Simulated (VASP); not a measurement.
Wanted: the native input for a VASP 6.6.1 run.

| Quantity | Value |
| --- | --- |
| Task | single point |
| Functional | r2SCAN |
| Potentials or basis | VASP PAW PBE potentials, release 64 (Ru_pv, Te) |
| Cutoff | 520 eV |
| k mesh | 12 × 12 × 12 |
| Occupations | gaussian, width 0.05 eV |
| Spin | no spin polarisation |
| Dipole correction | no |
| Further INCAR settings | ALGO = Normal; EDIFF = 1e-06; NBANDS = 17 |

TeRu:

```xyz
2
Lattice="0.0000 2.7105 2.7105 2.7105 0.0000 2.7105 2.7105 2.7105 0.0000" Properties=species:S:1:pos:R:3 pbc="T T T"
Ru    2.7105    2.7105    2.7105
Te    0.0000    0.0000    0.0000
```

The input as run:

POSCAR

```
TeRu
1.0
    0.0000000000      2.7105248454      2.7105248454
    2.7105248454      0.0000000000      2.7105248454
    2.7105248454      2.7105248454      0.0000000000
Ru Te
1 1
Direct
    0.5000000000      0.5000000000      0.5000000000
    0.0000000000      0.0000000000      0.0000000000
```

INCAR.step1

```
SYSTEM = TeRu
PREC = Accurate
ENCUT = 520
ISMEAR = 0
SIGMA = 0.05
LREAL = .False.
LASPH = .True.
NELM = 60
NBANDS = 17
GGA = PE
ALGO = Normal
EDIFF = 1E-4
LWAVE = .True.
LCHARG = .False.
```

INCAR.step2

```
SYSTEM = TeRu
PREC = Accurate
ENCUT = 520
EDIFF = 1E-6
ISMEAR = 0
SIGMA = 0.05
LREAL = .False.
LASPH = .True.
NELM = 60
ALGO = Normal
ISIF = 2
LWAVE = .False.
LCHARG = .False.
METAGGA = R2SCAN
LMIXTAU = .True.
NBANDS = 17
ISTART = 1
```

KPOINTS

```
Automatic mesh
0
Gamma
  12 12 12
  0 0 0
```

Potentials or basis: VASP PAW PBE potentials, release 64 (Ru_pv, Te).

The run is started by

```sh
$ cat potpaw_PBE.64/Ru_pv/POTCAR potpaw_PBE.64/Te/POTCAR > POTCAR
$ cp INCAR.step1 INCAR
$ mpirun -np 1 vasp_std > vasp.out
$ cp INCAR.step2 INCAR
$ mpirun -np 1 vasp_std > vasp.out
```

Results of the run:

```
Pressure               : 0.0 GPa
Band gap on the k mesh : zero (band 10 reaches 10.35 eV, above the bottom of band 11 at 9.60 eV)
```

Caveat: the PAW data sets were made with another functional, which shifts forces and pressure a little; spin-orbit coupling is left out, which moves the levels of the heavy elements.

It took 82 s on 1 thread of Intel(R) Xeon(R) 6975P-C (Granite Rapids), on a shared host, peak memory 0.2 GiB.
